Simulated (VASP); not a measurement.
# BN (P6_3/mmc) in VASP: further runs

BN is run at these levels: PBEsol; tasks: single point, relaxation of cell and atoms.

Program: VASP 6.6.1. These are calculated values, not measurements. Logs are shortened: lines on timing, memory, paths and dates and some standing lists are left out, and cuts for length are marked.

### 1 The cell of the first run

The structure is hexagonal, space group P6_3/mmc (No. 194). Conventional cell: a = 2.500 Å, b = 2.500 Å, c = 6.404 Å, α = 90.00°, β = 90.00°, γ = 120.00°. B (site symmetry -6m2) has 3 N at 1.44 Å within 1.9 Å. Within 1.9 Å of N (site symmetry -6m2) lie 3 B at 1.44 Å.

### 2 Single point, PBEsol

File INCAR:

```
PREC = Accurate
ENCUT = 600
EDIFF = 1E-6
ISMEAR = 0
SIGMA = 0.01
LREAL = F
LASPH = T
NELM = 120
ALGO = Normal
ISIF = 2
LWAVE = F
LCHARG = F
GGA = PS
NBANDS = 16
GGA_COMPAT = F
```

File KPOINTS:

```
regular mesh
0
Gamma
  10 10 4
```

File POSCAR:

```
BN
1.0
    2.5003259605      0.0000000000      0.0000000000
   -1.2501629803      2.1653457996      0.0000000000
    0.0000000000      0.0000000000      6.4040892330
B N
2 2
Direct
    0.3333333333      0.6666666667      0.2500000000
    0.6666666667      0.3333333333      0.7500000000
    0.3333333333      0.6666666667      0.7500000000
    0.6666666667      0.3333333333      0.2500000000
```

Potentials or basis: VASP PAW PBE potentials, release 64 (B, N).

The run is started by

```
> cat potpaw_PBE.64/B/POTCAR potpaw_PBE.64/N/POTCAR > POTCAR
> mpirun -np 1 vasp_std > vasp.out
```

OUTCAR:

```text
PREC = Accurate
   ENCUT = 600
   EDIFF = 1E-6
   ISMEAR = 0
   LREAL = F
   LASPH = T
   NELM = 120
   ISIF = 2
   GGA = PS

 ion  position               nearest neighbor table
   1  0.333  0.667  0.250-   4 1.44   4 1.44   4 1.44
   2  0.667  0.333  0.750-   3 1.44   3 1.44   3 1.44
   3  0.333  0.667  0.750-   2 1.44   2 1.44   2 1.44
   4  0.667  0.333  0.250-   1 1.44   1 1.44   1 1.44

  LATTYP: Found a hexagonal cell.
 ALAT       =     2.5003259605
 C/A-ratio  =     2.5613017399

  Lattice vectors:

 A1 = (   2.5003259605,   0.0000000000,   0.0000000000)
 A2 = (  -1.2501629803,   2.1653457996,   0.0000000000)
 A3 = (   0.0000000000,   0.0000000000,   6.4040892330)

Analysis of symmetry for initial positions (statically):
=====================================================================
 Subroutine PRICEL returns:
 Original cell was already a primitive cell.

 Routine SETGRP: Setting up the symmetry group for a
 hexagonal supercell.

 Subroutine GETGRP returns: Found 24 space group operations
 (whereof 12 operations were pure point group operations)
 out of a pool of 24 trial point group operations.

The static configuration has the point symmetry D_3d.
 The point group associated with its full space group is D_6h.

Analysis of symmetry for dynamics (positions and initial velocities):
=====================================================================
 Subroutine PRICEL returns:
 Original cell was already a primitive cell.

 Routine SETGRP: Setting up the symmetry group for a
 hexagonal supercell.

 Subroutine GETGRP returns: Found 24 space group operations
 (whereof 12 operations were pure point group operations)
 out of a pool of 24 trial point group operations.

The dynamic configuration has the point symmetry D_3d.
 The point group associated with its full space group is D_6h.

 Subroutine INISYM returns: Found 24 space group operations
 (whereof 12 operations are pure point group operations),
 and found     1 'primitive' translations

----------------------------------------------------------------------------------------

                                     Primitive cell

  volume of cell :      34.6722

  direct lattice vectors                    reciprocal lattice vectors
     2.500325961  0.000000000  0.000000000     0.399947853  0.230910001  0.000000000
    -1.250162980  2.165345800  0.000000000     0.000000000  0.461820001  0.000000000
     0.000000000  0.000000000  6.404089233     0.000000000  0.000000000  0.156150229

  length of vectors
     2.500325961  2.500325961  6.404089233     0.461820001  0.461820001  0.156150229

  position of ions in fractional coordinates (direct lattice)
     0.333333333  0.666666667  0.250000000
     0.666666667  0.333333333  0.750000000
     0.333333333  0.666666667  0.750000000
     0.666666667  0.333333333  0.250000000

  ion indices of the primitive-cell ions
   primitive index   ion index
                 1           1
                 2           2
                 3           3
                 4           4

----------------------------------------------------------------------------------------

 KPOINTS: regular mesh

Automatic generation of k-mesh.
 Grid dimensions read from file:
 generate k-points for:   10   10    4

 Generating k-lattice:

  Cartesian coordinates                     Fractional coordinates (reciprocal lattice)
     0.039994785  0.023091000  0.000000000     0.100000000 -0.000000000  0.000000000
     0.000000000  0.046182000  0.000000000     0.000000000  0.100000000  0.000000000
     0.000000000  0.000000000  0.039037557     0.000000000  0.000000000  0.250000000

  Length of vectors
     0.046182000  0.046182000  0.039037557

  Shift w.r.t. Gamma in fractional coordinates (k-lattice)
     0.000000000  0.000000000  0.000000000

 Subroutine IBZKPT returns following result:
 ===========================================

 Found     42 irreducible k-points:

 Following reciprocal coordinates:
            Coordinates               Weight
  0.000000  0.000000  0.000000      1.000000
  0.100000 -0.000000  0.000000      6.000000
  0.200000 -0.000000  0.000000      6.000000
  0.300000 -0.000000  0.000000      6.000000
  0.400000 -0.000000  0.000000      6.000000
  0.500000  0.000000  0.000000      3.000000
[... 16 lines left out ...]
  0.300000  0.100000  0.250000     24.000000
  0.400000  0.100000  0.250000     24.000000
 [... further k-points ...]
   k-points           NKPTS =     42   k-points in BZ     NKDIM =     42   number of bands    NBANDS=     16
   number of dos      NEDOS =    301   number of ions     NIONS =      4
   total plane-waves  NPLWV =  21600
   dimension x,y,z NGX =    20 NGY =   20 NGZ =   54
   dimension x,y,z NGXF=    40 NGYF=   40 NGZF=  108
   ions per type =               2   2
   NGX,Y,Z   is equivalent  to a cutoff of  13.30, 13.30, 14.02 a.u.
   NGXF,Y,Z  is equivalent  to a cutoff of  26.60, 26.60, 28.04 a.u.
 SYSTEM =  unknown system
[... 120 lines left out ...]
  band No.  band energies     occupation
      1     -12.0477      2.00000
      2     -11.9520      2.00000
      3      -6.4360      2.00000
      4      -6.3509      2.00000
      5      -1.6452      2.00000
      6      -1.5529      2.00000
[... 8 lines left out ...]
     15      17.7154      0.00000
     16      21.8975      0.00000

 k-point     7 :       0.1000    0.1000    0.0000
  band No.  band energies     occupation
      1     -14.7404      2.00000
      2     -14.3691      2.00000
      3      -3.1752      2.00000
      4      -0.7987      2.00000
      5      -0.7630      2.00000
      6      -0.6913      2.00000
[... 8 lines left out ...]
     15      16.1514      0.00000
     16      17.3255      0.00000

 k-point     8 :       0.2000    0.1000    0.0000
  band No.  band energies     occupation
      1     -13.9981      2.00000
      2     -13.6642      2.00000
      3      -2.6867      2.00000
      4      -2.6173      2.00000
      5      -2.1337      2.00000
      6      -0.9182      2.00000
[... 8 lines left out ...]
     15      17.9431      0.00000
     16      17.9591      0.00000

 k-point     9 :       0.3000    0.1000    0.0000
  band No.  band energies     occupation
      1     -13.0110      2.00000
      2     -12.7447      2.00000
      3      -4.6951      2.00000
      4      -4.5857      2.00000
      5      -1.7226      2.00000
      6      -1.6289      2.00000
[... 8 lines left out ...]
     15      17.7005      0.00000
     16      20.3064      0.00000
[... 172 lines left out ...]
 k-point    19 :       0.4000   -0.0000    0.2500
  band No.  band energies     occupation
      1     -12.5943      2.00000
      2     -12.4392      2.00000
      3      -5.6015      2.00000
      4      -5.5170      2.00000
      5      -1.4255      2.00000
      6      -1.3615      2.00000
[... 8 lines left out ...]
     15      18.8913      0.00000
     16      21.4712      0.00000

 k-point    20 :       0.5000    0.0000    0.2500
  band No.  band energies     occupation
      1     -12.0334      2.00000
      2     -11.9657      2.00000
      3      -6.4293      2.00000
      4      -6.3690      2.00000
      5      -1.6318      2.00000
      6      -1.5666      2.00000
[... 8 lines left out ...]
     15      18.2899      0.00000
     16      21.2053      0.00000

 k-point    21 :       0.1000    0.1000    0.2500
  band No.  band energies     occupation
      1     -14.6894      2.00000
      2     -14.4273      2.00000
      3      -2.8800      2.00000
      4      -1.1896      2.00000
      5      -0.7856      2.00000
      6      -0.7220      2.00000
[... 8 lines left out ...]
     15      16.1565      0.00000
     16      16.7222      0.00000

 k-point    22 :       0.2000    0.1000    0.2500
  band No.  band energies     occupation
      1     -13.9519      2.00000
      2     -13.7161      2.00000
      3      -2.6960      2.00000
      4      -2.6365      2.00000
      5      -1.8273      2.00000
      6      -0.9088      2.00000
[... 8 lines left out ...]
     15      17.8561      0.00000
     16      17.9138      0.00000

 k-point    23 :       0.3000    0.1000    0.2500
  band No.  band energies     occupation
      1     -12.9737      2.00000
      2     -12.7855      2.00000
      3      -4.6842      2.00000
      4      -4.6063      2.00000
      5      -1.7115      2.00000
      6      -1.6447      2.00000
[... 8 lines left out ...]
     15      18.3910      0.00000
     16      20.1260      0.00000

 k-point    24 :       0.4000    0.1000    0.2500
  band No.  band energies     occupation
      1     -12.0946      2.00000
      2     -11.9944      2.00000
      3      -6.1037      2.00000
      4      -6.0309      2.00000
      5      -2.1364      2.00000
      6      -2.0654      2.00000
[... 8 lines left out ...]
     15      17.8651      0.00000
     16      21.2710      0.00000

 [... further k-points ...]

------------------------ aborting loop because EDIFF is reached ----------------------------------------

  FORCE on cell =-STRESS in cart. coord.  units (eV):
  Direction    XX          YY          ZZ          XY          YZ          ZX
  --------------------------------------------------------------------------------------
  -------------------------------------------------------------------------------------
  Total        0.5040680      0.5040680      0.3724591     -0.0000000     -0.0000000     -0.0000000
  in kB       23.2926276     23.2926276     17.2110709     -0.0000000     -0.0000000     -0.0000000
  external PRESSURE =      21.2654421 kB  Pullay stress =       0.0000000 kB

 VOLUME and BASIS-vectors are now :
 -----------------------------------------------------------------------------
  energy-cutoff  :      600.00
  volume of cell :       34.67
      direct lattice vectors                 reciprocal lattice vectors
     2.500325961  0.000000000  0.000000000     0.399947853  0.230910001  0.000000000
    -1.250162980  2.165345800  0.000000000     0.000000000  0.461820001  0.000000000
     0.000000000  0.000000000  6.404089233     0.000000000  0.000000000  0.156150229

 POSITION                                       TOTAL-FORCE (eV/Angst)
 -----------------------------------------------------------------------------------
     -0.00000      1.44356      1.60102        -0.000000     -0.000000      0.000000
      1.25016      0.72178      4.80307         0.000000      0.000000      0.000000
     -0.00000      1.44356      4.80307        -0.000000      0.000000      0.000000
      1.25016      0.72178      1.60102         0.000000      0.000000      0.000000
 -----------------------------------------------------------------------------------
    total drift:                               -0.000000      0.000000      0.000000

  FREE ENERGIE OF THE ION-ELECTRON SYSTEM (eV)
  ---------------------------------------------------
  free  energy   TOTEN  =       -36.5596623114 eV

  energy  without entropy=      -36.5596623114  energy(sigma->0) =      -36.55966231
```

Run time: 46 s. Hardware: 1 thread of Intel Xeon 8259CL, shared host; peak memory 0.16 GiB.

What came out:

| Quantity | Value |
| --- | --- |
| Free energy | -36.5597 eV |
| Pressure | 2.1 GPa |
| Band gap on the k mesh | 4.06 eV (least direct gap 4.47 eV) |

Stress tensor (GPa, compression positive):
```
2.33 0.00 0.00
0.00 2.33 0.00
0.00 0.00 1.72
```

Levels at points of the mesh, in eV from the valence-band top:
| k point | band 5 | band 6 | band 7 | band 8 | band 9 | band 10 | band 11 | band 12 |
| --- | --- | --- | --- | --- | --- | --- | --- | --- |
| (0.00, 0.00, 0.00) | -1.37 | -1.37 | -1.31 | -1.31 | 5.23 | 10.56 | 11.46 | 11.46 |
| (0.50, 0.00, 0.00) | -4.22 | -4.12 | -1.66 | -0.42 | 4.06 | 5.71 | 9.46 | 9.84 |
| (0.00, 0.00, 0.50) | -1.34 | -1.34 | -1.34 | -1.34 | 7.85 | 7.85 | 11.54 | 11.54 |
| (0.50, 0.00, 0.50) | -4.17 | -4.17 | -1.00 | -1.00 | 4.58 | 4.58 | 9.86 | 9.86 |

Caveat: the PAW data sets were made with another functional, which shifts forces and pressure a little; this functional lacks dispersion, which binds the layers, so the pressure and a relaxed spacing across them are unreliable.

### 3 Single point, PBEsol

This run uses another cell than the first one, of 9.53 Å³/atom.

File INCAR:

```
  PREC = Accurate
  ENCUT = 600
  EDIFF = 1E-6
  ISMEAR = 0
  SIGMA = 0.01
  LREAL = F
  LASPH = T
  NELM = 120
  ALGO = Normal
  ISIF = 2
  LWAVE = F
  LCHARG = T
  GGA = PS
  LELF = T
  LVHAR = T
  NBANDS = 16
  GGA_COMPAT = F
```

File KPOINTS:

```
Automatic mesh
0
Gamma
  10 10 4
```

File POSCAR:

```
BN
1.0
    2.5043523426      0.0000000000      0.0000000000
   -1.2521761713      2.1688327487      0.0000000000
    0.0000000000      0.0000000000      7.0158653084
B N
2 2
Direct
    0.3333333333      0.6666666667      0.2500000000
    0.6666666667      0.3333333333      0.7500000000
    0.3333333333      0.6666666667      0.7500000000
    0.6666666667      0.3333333333      0.2500000000
```

Potentials or basis: VASP PAW PBE potentials, release 64 (B, N).

The run is started by

```
> cat potpaw_PBE.64/B/POTCAR potpaw_PBE.64/N/POTCAR > POTCAR
> mpirun -np 1 vasp_std > vasp.out
```

It took 51 s on 1 thread of Intel Xeon 8259CL, shared host; peak memory 0.16 GiB.

The run converged. Its results:

| Quantity | Value |
| --- | --- |
| Free energy | -36.5777 eV |
| Pressure | 0.1 GPa |
| Band gap on the k mesh | 4.26 eV (least direct gap 4.70 eV) |

Stress tensor (GPa, compression positive):
```
 0.29  0.00  0.00
 0.00  0.29  0.00
 0.00  0.00 -0.21
```

Levels at points of the mesh, in eV from the valence-band top:
```csv
k point,band 5,band 6,band 7,band 8,band 9,band 10,band 11,band 12
"(0.00, 0.00, 0.00)",-1.31,-1.31,-1.29,-1.29,4.77,9.52,11.52,11.52
"(0.50, 0.00, 0.00)",-4.13,-4.09,-1.31,-0.55,4.26,5.37,9.41,9.92
"(0.00, 0.00, 0.50)",-1.30,-1.30,-1.30,-1.30,6.86,6.86,11.56,11.56
"(0.50, 0.00, 0.50)",-4.11,-4.11,-0.92,-0.92,4.66,4.66,9.81,9.81
```

Caveat: the PAW data sets were made with another functional, which shifts forces and pressure a little; this functional lacks dispersion, which binds the layers, so the pressure and a relaxed spacing across them are unreliable. As with any semilocal functional, this PBEsol gap is likely too small.

### 4 Relaxation of cell and atoms, PBEsol, target pressure -2 GPa, at which the enthalpy is minimised

This run uses another cell than the first one, of 9.53 Å³/atom.

File INCAR:

```
  PREC = Accurate
  ENCUT = 600
  EDIFF = 1E-7
  ISMEAR = 0
  SIGMA = 0.01
  LREAL = False
  LASPH = True
  NELM = 120
  ALGO = Normal
  ISIF = 3
  LWAVE = False
  LCHARG = False
  GGA = PS
  IBRION = 2
  NSW = 100
  EDIFFG = -0.002
  PSTRESS = -20.0
  GGA_COMPAT = False
  NELMIN = 4
```

KPOINTS is that of step 3.

POSCAR is that of step 3.

The run is started by

```
> cat potpaw_PBE.64/B/POTCAR potpaw_PBE.64/N/POTCAR > POTCAR
> mpirun -np 1 vasp_std > vasp.out
```

Run time: 6 min. Hardware: 1 thread of Intel Xeon 8259CL, shared host; peak memory 0.16 GiB.

Results (log left out):

```
Free energy                                                : -36.5305 eV
Relaxed volume                                             : 11.95 Å³/atom
Relaxed cell                                               : a = 2.511 Å, b = 2.511 Å, c = 8.757 Å, α = 90.00°, β = 90.00°, γ = 120.00°
Space group after relaxing (to 0.1 Å)                      : P6_3/mmc (No. 194)
Energy change on relaxing (the run minimises the enthalpy) : +11.8 meV/atom
Ionic steps                                                : 14
Pressure after relaxing                                    : -2.0 GPa
Band gap on the k mesh                                     : 4.44 eV (least direct gap 4.90 eV)
```

The path:
```
step  energy change (eV)  largest force (eV/Å)  pressure (GPa)  volume (Å³)
   1              0.0000                0.0000            0.12        38.11
   2              0.0098                0.0000           -4.23        38.80
   3              0.0018                0.0000           -1.87        38.42
   4              0.0022                0.0000           -1.87        38.64
   5              0.0036                0.0000           -1.87        39.31
   6              0.0073                0.0000           -1.82        40.66
   7              0.0161                0.0000           -1.73        43.35
   8              0.0603                0.0000           -2.23        48.72
   9              0.0381                0.0000           -1.91        46.98
  10              0.0459                0.0000           -2.02        47.69
  11              0.0482                0.0000           -2.06        47.88
  12              0.0461                0.0000           -1.11        47.66
  13              0.0481                0.0000           -2.01        47.87
  14              0.0473                0.0000           -2.02        47.80
```

Final structure:
```cif
data_structure
_symmetry_space_group_name_H-M 'P 1'
_symmetry_Int_Tables_number 1
_cell_length_a 2.5107
_cell_length_b 2.5107
_cell_length_c 8.7568
_cell_angle_alpha 90.000
_cell_angle_beta 90.000
_cell_angle_gamma 120.000
_cell_volume 47.80
loop_
_atom_site_label
_atom_site_type_symbol
_atom_site_fract_x
_atom_site_fract_y
_atom_site_fract_z
_atom_site_occupancy
B1 B 0.33333 0.66667 0.25000 1
B2 B 0.66667 0.33333 0.75000 1
N1 N 0.33333 0.66667 0.75000 1
N2 N 0.66667 0.33333 0.25000 1
```

Levels at points of the mesh, in eV from the valence-band top:
```csv
k point,band 4,band 5,band 6,band 7,band 8,band 9,band 10,band 11,band 12
"(0.00, 0.00, 0.00)",-4.89,-1.19,-1.19,-1.19,-1.19,4.44,7.49,9.61,11.61
"(0.50, 0.00, 0.00)",-8.74,-3.99,-3.98,-0.85,-0.69,4.70,5.03,9.55,9.93
"(0.00, 0.00, 0.50)",-5.12,-1.19,-1.19,-1.19,-1.19,5.57,5.57,11.61,11.61
"(0.50, 0.00, 0.50)",-8.74,-3.98,-3.98,-0.77,-0.77,4.85,4.85,9.77,9.77
```

Caveat: the cell is relaxed towards a set pressure, so the run minimises the enthalpy, not the energy; the volume moved by over 15 % at a fixed basis, so the end points are rough; the PAW data sets were made with another functional, which shifts forces and pressure a little; this functional lacks dispersion, which binds the layers, so the pressure and a relaxed spacing across them are unreliable. A k mesh can miss the band edges.

### 5 The runs side by side

```csv
task,cell,gap on the mesh (eV),pressure (GPa)
single point,"a = 2.500, b = 2.500, c = 6.404 Å, angles 90.0, 90.0, 120.0°, 4 atoms",4.06,2.1
single point,"a = 2.504, b = 2.504, c = 7.016 Å, angles 90.0, 90.0, 120.0°, 4 atoms",4.26,0.1
relaxation of cell and atoms,"relaxed to -2 GPa from a = 2.504, b = 2.504, c = 7.016 Å, angles 90.0, 90.0, 120.0°, 4 atoms",4.44,-2.0
```

Alike in all rows: level PBEsol; potentials or basis VASP PAW PBE potentials, release 64 (B, N); no spin polarisation; k mesh 10 × 10 × 4; cutoff (eV) 600; smearing gaussian 0.01 eV.

Caveats: the PAW data sets were made with another functional, which shifts forces and pressure a little; this functional lacks dispersion, which binds the layers, so the pressure and a relaxed spacing across them are unreliable; the cell is relaxed towards a set pressure, so the run minimises the enthalpy, not the energy (at least some runs); the volume moved by over 15 % at a fixed basis, so the end points are rough (at least some runs).

Absolute energies hang on the potentials; compare differences alone.
